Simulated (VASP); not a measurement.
The system is O.

```
O
1.0
     1.77559    0.00000    0.00000
     0.00000    1.77559    0.00000
     0.00000    0.00000    3.05305
O
1
Direct
  0.00000 0.00000 0.00000
```

Base run:

| Item | Value |
| --- | --- |
| Program | VASP 6.6.1 |
| Functional | r2SCAN |
| Potentials or basis | VASP PAW PBE potentials, release 64 (O) |
| Cutoff | 660 eV |
| k mesh | 18 × 18 × 11 |
| Occupations | fermi-dirac, width 0.1 eV |
| Spin | no spin polarisation |

Its results: band gap on the k mesh zero (bands 3 and 4 overlap by 5.61 eV); pressure -1.0 GPa.

Task: The run is repeated on the same cell with these changes: occupations from fermi-dirac, width 0.1 eV to fermi-dirac, width 0.25 eV. What comes out?

Result: Band gap on the k mesh zero (bands 3 and 4 overlap by 5.61 eV); pressure 0.1 GPa.

Caveats: the PAW data sets were made with another functional, which shifts forces and pressure a little.
